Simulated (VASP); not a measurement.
Input of a VASP 6.6.1 run:

File INCAR:

```
ALGO = Normal
EDIFF = 1E-7
ENCUT = 520
GGA = PE
ISIF = 2
ISMEAR = -1
IVDW = 12
LASPH = T
LCHARG = T
LELF = T
LREAL = Auto
LVHAR = T
LWAVE = F
NBANDS = 60
NELM = 80
PREC = Accurate
SIGMA = 0.24
```

File KPOINTS:

```
k-points
0
Gamma
  2 2 2
```

Contents of POSCAR:

```
Be
1.0
    6.9826430000      0.0000000000      0.0000000000
   -3.4913210000      6.0471460000      0.0000000000
    0.0000000000      0.0000000000      7.2945340000
Be
36
Direct
   -0.0095230154     -0.0609213007     -0.0092535041
    0.0919986568      0.1167162162      0.2312005126
   -0.0760586878      0.0170162917      0.4717093648
    0.1250076820      0.2588659179      0.7469839746
    0.0160503374      0.3427567319      0.0263210782
    0.0916405674      0.5543441485      0.2532169978
    0.0026473150      0.3546466383      0.5238991278
    0.1219706838      0.5423384850      0.7343169557
   -0.0014441720      0.6702666018      0.0388235904
    0.0993160286      0.8725603781      0.2861046367
    0.0225781939      0.6781546204      0.4817991115
    0.1701887631      0.9150597654      0.7695213978
    0.3179688500     -0.0441199865      0.0397557952
    0.4142234442      0.2015496236      0.2570280706
    0.3842891974      0.0314363172      0.4825393918
    0.4384502205      0.2289509795      0.7747444868
    0.3430514326      0.3536213612      0.0403041510
    0.4668621475      0.5498296221      0.2300489654
    0.3576867072      0.3598060970      0.4949322328
    0.4276772921      0.5251072159      0.7608436673
    0.2659160993      0.6362340185     -0.0042360485
    0.4392605613      0.8501365768      0.2394395584
    0.3224548986      0.6726644272      0.5032672409
    0.4955413492      0.9335974359      0.7339331066
    0.6776482655      0.0815095253      0.0379873478
    0.7759111544      0.2631985403      0.3113701300
    0.6326666465     -0.0235482987      0.4918203137
    0.7900344766      0.2329859408      0.7771024167
    0.6194298258      0.3319251759      0.0235655903
    0.7853201735      0.5907249469      0.2413725126
    0.6602400829      0.3684051948      0.5141795213
    0.8117970205      0.5629928565      0.7562374786
    0.6829169012      0.6401201492     -0.0347383397
    0.7520227030      0.8734533613      0.2263749816
    0.6365167709      0.6641810864      0.4777275697
    0.7970151072      0.9064110574      0.7584857374
```

Potentials or basis: VASP PAW PBE potentials, release 64 (Be).

Command:

```bash
$ cat potpaw_PBE.64/Be/POTCAR > POTCAR
$ mpirun -np 1 vasp_std > vasp.out
```

(1) Predict the dispersion energy per atom.

(2) Predict the largest force.

Results:

(1) -0.328 eV.

(2) 4.593 eV/Å.

Caveat: the k points lie up to 0.52 Å⁻¹ apart; forces of over 1 eV/Å act on the atoms, so gaps and moduli don't describe the material at rest.
